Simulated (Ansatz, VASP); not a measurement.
## ZnO in VASP and in Ansatz

Contents of INCAR:

```
PREC = Accurate
ENCUT = 600
EDIFF = 1E-6
ISMEAR = 0
SIGMA = 0.01
LREAL = False
LASPH = True
NELM = 120
ALGO = Normal
ISIF = 2
LWAVE = False
LCHARG = False
GGA = PE
NBANDS = 26
GGA_COMPAT = False
```

File KPOINTS:

```
regular mesh
0
Gamma
  5 5 5
```

POSCAR

```
ZnO
1.0
    3.4165334633      0.0000000000      0.0000000000
   -1.7082667316      2.9588047721      0.0000000000
    0.0000000000      0.0000000000      4.4775676713
Zn O
2 2
Direct
    0.3333333333      0.6666666667      0.2500000000
    0.6666666667      0.3333333333      0.7500000000
    0.6666666667      0.3333333333      0.2500000000
    0.3333333333      0.6666666667      0.7500000000
```

Input for Ansatz:

```yaml
crystal:
  lattice:
    - [3.4165334633, 0.0, 0.0]
    - [-1.7082667316, 2.9588047721, 0.0]
    - [0.0, 0.0, 4.4775676713]
  atoms:
    - { symbol: Zn, position: [0.3333333333, 0.6666666667, 0.25] }
    - { symbol: Zn, position: [0.6666666667, 0.3333333333, 0.75] }
    - { symbol: O, position: [0.6666666667, 0.3333333333, 0.25] }
    - { symbol: O, position: [0.3333333333, 0.6666666667, 0.75] }
kpoints:
  mp_grid: { grid: [5, 5, 5] }
hamiltonian:
  xc: pbe
scf:
  occupations: { method: fixed }
  n_extra_bands: 5
output:
  forces: true
  stress: true
  eigenvalues: true
```

Alike in both runs: task single point; functional PBE; k mesh 5 × 5 × 5; no spin polarisation.

|  | VASP | Ansatz |
| --- | --- | --- |
| version | VASP 6.6.1 | Ansatz 0.2.0 |
| potentials or method | VASP PAW PBE potentials, release 64 (Zn, O) | plane waves |
| plane-wave cutoff (eV) | 600 | 420 |
| occupations | gaussian, width 0.01 eV | fixed |
| valence electrons in the cell | 36 | 36 |

```tsv
	VASP	Ansatz	Ansatz less VASP
gap on the k mesh at the Fermi level (eV)	1.05	1.07	+0.019
pressure (GPa)	7.4	6.5	-0.98
traceless stress, the component that is largest in VASP (GPa)	-0.51	-0.06	+0.458
```

The k mesh is coarse, so the values compare programs but aren't converged.
